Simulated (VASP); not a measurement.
# Fe2O3 (R-3c) in VASP: notebook, part 2 of 2

VASP 6.6.1. Earlier steps stand in the parts before.

## 4. Single point, revPBE+D3(BJ), collinear spin, ferromagnetic start

Input file INCAR:

```
SYSTEM = Fe2O3
PREC     = Accurate       ! precision mode
ENCUT    = 600            ! plane-wave cutoff, eV
EDIFF    = 1E-6           ! SCF threshold, eV
ISMEAR   = -1             ! smearing method
SIGMA    = 0.05           ! smearing width, eV
LREAL    = .False.        ! projectors in reciprocal space
LASPH    = .True.         ! aspherical terms in the spheres
NELM     = 200            ! most SCF steps
ALGO     = Normal         ! electronic algorithm
ISIF     = 2              ! what is computed and relaxed
LWAVE    = .False.        ! write WAVECAR
LCHARG   = .False.        ! write CHGCAR
ISPIN    = 2              ! spin polarisation
MAGMOM   = 3 3 3 3 0 0 0 0 0 0 ! initial moments
LORBIT   = 11             ! projections on sites
LMAXMIX  = 4              ! l up to which the mixer works
GGA      = RE             ! functional
IVDW     = 12             ! dispersion correction
NBANDS   = 49             ! bands
GGA_COMPAT= .False.
```

Input file KPOINTS:

```
Automatic mesh
0
Gamma
  7 7 7
  0 0 0
```

Input file POSCAR:

```
Fe2O3
1.0
    2.3784809078      1.3732165924      4.4208564864
   -2.3784809078      1.3732165924      4.4208564864
    0.0000000000     -2.7464331847      4.4208564864
Fe O
4 6
Direct
    0.3454099824      0.3454099824      0.3454099824
    0.1545900176      0.1545900176      0.1545900176
    0.6545900176      0.6545900176      0.6545900176
    0.8454099824      0.8454099824      0.8454099824
    0.5640869841      0.2500000000      0.9359130159
    0.2500000000      0.9359130159      0.5640869841
    0.9359130159      0.5640869841      0.2500000000
    0.4359130159      0.7500000000      0.0640869841
    0.7500000000      0.0640869841      0.4359130159
    0.0640869841      0.4359130159      0.7500000000
```

Command:

```
> cat potpaw_PBE.64/Fe/POTCAR potpaw_PBE.64/O/POTCAR > POTCAR
> mpirun -np 1 vasp_std > vasp.out
```

It took 8.5 min on 1 thread of Intel Xeon Platinum 8488C (Sapphire Rapids), shared host; peak memory 0.54 GiB.

It converged, with:

```yaml
Free_energy: -74.4488 eV
Pressure: 1.4 GPa
Largest_force: 0.036 eV/Å
Band_gap_on_the_k_mesh: zero (filled and empty bands overlap)
Net_moment: 4.00 μB per cell
Site_moments: Fe +0.94; O +0.03 μB
Valence_electrons_inside_the_program's_atomic_spheres: Fe 7.39; O 5.03
Dispersion_energy_per_atom: -0.386 eV
```

Forces on the atoms (eV/Å):
```
Fe   0.000  0.000  0.036
Fe   0.000  0.000 -0.036
Fe   0.000  0.000 -0.036
Fe   0.000  0.000  0.036
O    0.010  0.018  0.000
O    0.010 -0.018  0.000
O   -0.021  0.000  0.000
O   -0.010 -0.018  0.000
O   -0.010  0.018  0.000
O    0.021  0.000  0.000
```

Levels at points of the mesh, in eV from the Fermi level:
Spin up:
| k point | band 34 | band 35 | band 36 | band 37 | band 38 | band 39 |
| --- | --- | --- | --- | --- | --- | --- |
| (0.00, 0.00, 0.00) | -0.63 | -0.55 | -0.55 | 0.45 | 0.45 | 0.62 |
Spin down:
| k point | band 30 | band 31 | band 32 | band 33 | band 34 | band 35 |
| --- | --- | --- | --- | --- | --- | --- |
| (0.00, 0.00, 0.00) | -0.69 | -0.69 | -0.31 | 0.31 | 0.31 | 0.48 |

Caveat: the PAW data sets were made with another functional, which shifts forces and pressure a little; semilocal functionals often make such compounds metallic where correlation or magnetic order opens a gap, which also shifts bond lengths; only a ferromagnetic start was run, and an antiferromagnetic order may lie lower in energy.

## 5. Single point, PBE+D3(BJ), collinear spin, ferromagnetic start

This run uses another cell than the first one, of 8.63 Å³/atom.

Input file INCAR:

```
SYSTEM = Fe2O3
  ALGO = Normal
  EDIFF = 1E-6
  ENCUT = 600
  GGA = PE
  GGA_COMPAT = .FALSE.
  ISIF = 2
  ISMEAR = -1
  ISPIN = 2
  IVDW = 12
  LASPH = .TRUE.
  LCHARG = .FALSE.
  LMAXMIX = 4
  LORBIT = 11
  LREAL = .FALSE.
  LWAVE = .FALSE.
  MAGMOM = 3 3 3 3 0 0 0 0 0 0
  NBANDS = 49
  NELM = 200
  PREC = Accurate
  SIGMA = 0.05
```

Input file KPOINTS:

```
k-points
0
G
  7 7 7
  0 0 0
```

Input file POSCAR:

```
Fe2O3
1.0
    2.3745384684      1.3709404239      4.4176519183
   -2.3745384684      1.3709404239      4.4176519183
    0.0000000000     -2.7418808479      4.4176519183
Fe O
4 6
Direct
    0.3454711055      0.3454711055      0.3454711055
    0.1545288945      0.1545288945      0.1545288945
    0.6545288945      0.6545288945      0.6545288945
    0.8454711055      0.8454711055      0.8454711055
    0.5637280020      0.2500000000      0.9362719980
    0.2500000000      0.9362719980      0.5637280020
    0.9362719980      0.5637280020      0.2500000000
    0.4362719980      0.7500000000      0.0637280020
    0.7500000000      0.0637280020      0.4362719980
    0.0637280020      0.4362719980      0.7500000000
```

Command:

```
> cat potpaw_PBE.64/Fe/POTCAR potpaw_PBE.64/O/POTCAR > POTCAR
> mpirun -np 1 vasp_std > vasp.out
```

Run time: 5.8 min. Hardware: 1 thread of Intel Xeon 6975P-C (Granite Rapids), shared host; peak memory 0.54 GiB.

The run converged. Its results:

```yaml
Free_energy: -76.5949 eV
Pressure: 1.5 GPa
Largest_force: 0.040 eV/Å
Band_gap_on_the_k_mesh: zero (filled and empty bands overlap)
Net_moment: 4.00 μB per cell
Site_moments: Fe +0.94; O +0.03 μB
Valence_electrons_inside_the_program's_atomic_spheres: Fe 7.41; O 5.02
Dispersion_energy_per_atom: -0.196 eV
```

Forces in eV/Å, atoms in the order of the input:
```
Fe   0.000  0.000  0.040
Fe   0.000  0.000 -0.040
Fe   0.000  0.000 -0.040
Fe   0.000  0.000  0.040
O    0.010  0.017  0.000
O    0.010 -0.017  0.000
O   -0.020  0.000  0.000
O   -0.010 -0.017  0.000
O   -0.010  0.017  0.000
O    0.020  0.000  0.000
```

Levels at points of the mesh, in eV from the Fermi level:
Spin up:
```csv
k point,band 33,band 34,band 35,band 36,band 37,band 38,band 39,band 40
"(0.00, 0.00, 0.00)",-1.01,-0.59,-0.54,-0.54,0.47,0.47,0.63,0.63
```
Spin down:
| k point | band 30 | band 31 | band 32 | band 33 | band 34 | band 35 |
| --- | --- | --- | --- | --- | --- | --- |
| (0.00, 0.00, 0.00) | -0.68 | -0.68 | -0.33 | 0.31 | 0.31 | 0.46 |

Caveat: semilocal functionals often make such compounds metallic where correlation or magnetic order opens a gap, which also shifts bond lengths; only a ferromagnetic start was run, and an antiferromagnetic order may lie lower in energy. With open d or f shells a metallic result of PBE can be an artefact of self-interaction; +U or a hybrid may open a gap.

## 6. Overview

| level | cell | gap on the mesh (eV) | pressure (GPa) | moment (μB) | largest force (eV/Å) |
| --- | --- | --- | --- | --- | --- |
| PBE+D3(BJ) | a = 5.203 Å, angles 54.4°, 10 atoms, atomic positions A | none | 0.9 | 4.00 | 0.04 |
| PBE exchange alone | a = 5.541 Å, angles 55.2°, 10 atoms, atomic positions B | none | 16.2 | 19.07 | 0.15 |
| revPBE+D3(BJ) | a = 5.205 Å, angles 54.4°, 10 atoms, atomic positions A | none | 1.4 | 4.00 | 0.04 |
| PBE+D3(BJ) | a = 5.199 Å, angles 54.3°, 10 atoms, atomic positions A | none | 1.5 | 4.00 | 0.04 |

Alike in all rows: task single point; potentials or basis VASP PAW PBE potentials, release 64 (Fe, O); spin collinear, ferromagnetic start; k mesh 7 × 7 × 7; cutoff (eV) 600; smearing fermi-dirac 0.05 eV.

Caveats: semilocal functionals often make such compounds metallic where correlation or magnetic order opens a gap, which also shifts bond lengths; only a ferromagnetic start was run, and an antiferromagnetic order may lie lower in energy; three body term missing (at least some runs); the cell stands under pressure (at least some runs); the PAW data sets were made with another functional, which shifts forces and pressure a little (at least some runs).

Total energies depend on the potentials used, so only differences within one code and one set of settings carry meaning.
